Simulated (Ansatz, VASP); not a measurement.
**One calculation of YB2As3, two programs**

```
CELL_PARAMETERS angstrom
2.91363 5.04093 0.00000
2.91363 -5.04093 0.00000
0.02204 0.00000 -3.32443
ATOMIC_POSITIONS crystal
B 0.33200 0.66800 0.00000
B 0.66800 0.33200 0.00000
Y 0.00000 0.00000 0.00000
As 0.50000 0.00000 0.50000
As 0.00000 0.50000 0.50000
As 0.50000 0.50000 0.50000
```

Alike in both runs: task single point; functional r2SCAN; k mesh 5 × 5 × 8; occupations gaussian, width 0.1027 eV; no spin polarisation.

|  | VASP | Ansatz |
| --- | --- | --- |
| version | VASP 6.6.1 | Ansatz 0.2.0 |
| potentials or method | VASP PAW PBE potentials, release 64 (B, Y_sv, As), cutoff 520 eV | PAW plane waves |
| valence electrons in the cell | 32 | 62 |

VASP gave:

* pressure (GPa): -3.2
* traceless stress, the component that is largest in VASP (GPa): -4.60
* rms of the force components (eV/Å): 0.005

Which values does Ansatz return?

Pressure (GPa): -3.2; traceless stress, the component that is largest in VASP (GPa): -4.65; rms of the force components (eV/Å): 0.005.

VASP's potentials were made for PBE, not for r2SCAN. Atom by atom the forces differ by 0.000 eV/Å (rms over components). VASP's potentials hold 32 valence electrons a cell and Ansatz's 62, so a difference there can come from the potentials and not from the codes.
